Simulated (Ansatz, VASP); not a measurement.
# One calculation of Rb, two programs

```
Rb
1.0
     4.80315    0.00000    0.00000
     0.00000    4.80315    0.00000
     0.00000    0.00000    4.80315
Rb
1
Direct
  0.00000 0.00000 0.00000
```

Alike in both runs: task single point; functional PBE; k mesh 11 × 11 × 11; occupations fermi-dirac, width 0.1 eV; no spin polarisation.

```csv
,VASP,Ansatz
version,VASP 6.6.1,Ansatz 0.2.0
potentials or method,"VASP PAW PBE potentials, release 64 (Rb_sv), cutoff 520 eV","plane waves (420 eV) with PAW, scalar-relativistic"
valence electrons in the cell,9,9
```

```csv
,VASP,Ansatz,Ansatz less VASP
pressure (GPa),-0.2,-0.2,0.00
```

With one functional, cell and mesh, what is left measures potentials, basis and numerics.
